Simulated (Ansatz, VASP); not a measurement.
## Ba2HfGa3 in VASP and in Ansatz

The input INCAR:

```
ALGO = Normal
EDIFF = 1E-6
EDIFFG = -0.04
ENCUT = 600
GGA = PE
IBRION = 2
ISIF = 3
ISMEAR = 0
LASPH = T
LCHARG = F
LREAL = F
LWAVE = F
NELM = 80
NSW = 90
PREC = Accurate
SIGMA = 0.1
```

File KPOINTS:

```
k-points
0
Gamma
  3 3 4
```

File POSCAR:

```
Ba2HfGa3
1.0
    6.5027178410      0.0000000000      0.0000000000
   -3.2513589205      5.6315188439      0.0000000000
    0.0000000000      0.0000000000      3.9596211751
Ba Hf Ga
2 1 3
Direct
    0.3333333333      0.6666666667      0.0000000000
    0.6666666667      0.3333333333      0.0000000000
    0.0000000000      0.0000000000      0.0000000000
    0.5000000000      0.0000000000      0.5000000000
    0.5000000000      0.5000000000      0.5000000000
    0.0000000000      0.5000000000      0.5000000000
```

Input for Ansatz:

```yaml
crystal:
  lattice:
    - [6.502717841, 0.0, 0.0]
    - [-3.2513589205, 5.6315188439, 0.0]
    - [0.0, 0.0, 3.9596211751]
  atoms:
    - { symbol: Ba, position: [0.3333333333, 0.6666666667, 0.0] }
    - { symbol: Ba, position: [0.6666666667, 0.3333333333, 0.0] }
    - { symbol: Hf, position: [0.0, 0.0, 0.0] }
    - { symbol: Ga, position: [0.5, 0.0, 0.5] }
    - { symbol: Ga, position: [0.5, 0.5, 0.5] }
    - { symbol: Ga, position: [0.0, 0.5, 0.5] }
basis:
  ecutwfc: 420
kpoints:
  mp_grid: { grid: [3, 3, 4] }
hamiltonian:
  xc: pbe
scf:
  occupations: { method: gaussian, width: 0.1 }
  lower_state_search: "off"
output:
  forces: true
  stress: true
  eigenvalues: true
relax:
  adjacent_minimum: "off"
  f_tol: 0.04
  max_steps: 70
  cell: { stress_tol: 0.4 }
```

Alike in both runs: task relaxation of cell and atoms; functional PBE; k mesh 3 × 3 × 4; occupations gaussian, width 0.1 eV; no spin polarisation.

|  | VASP | Ansatz |
| --- | --- | --- |
| version | VASP 6.6.1 | Ansatz 0.2.0 |
| potentials or method | VASP PAW PBE potentials, release 64 (Ba_sv, Hf_pv, Ga_d), cutoff 600 eV | scalar-relativistic, plane waves, PAW |
| valence electrons in the cell | 69 | 85 |

```csv
,VASP,Ansatz,Ansatz less VASP
"gap on the k mesh at the Fermi level, each at its own relaxed structure (eV)",none,none,-
relaxed volume (Å³/atom),31.20,30.83,-0.367
relaxed length of the cell vector where the two differ most in proportion (Å),6.120,6.082,-0.0374
```

A gap of «none» marks a metal or a gap that the smearing closes. VASP's potentials hold 69 valence electrons a cell and Ansatz's 85, so a difference there can come from the potentials and not from the codes.

The k mesh is coarse, so the values compare programs but aren't converged. Spin-orbit coupling is off throughout. Noted on VASP's run: the volume moved by over 15 % at a fixed basis, so the end points are rough.
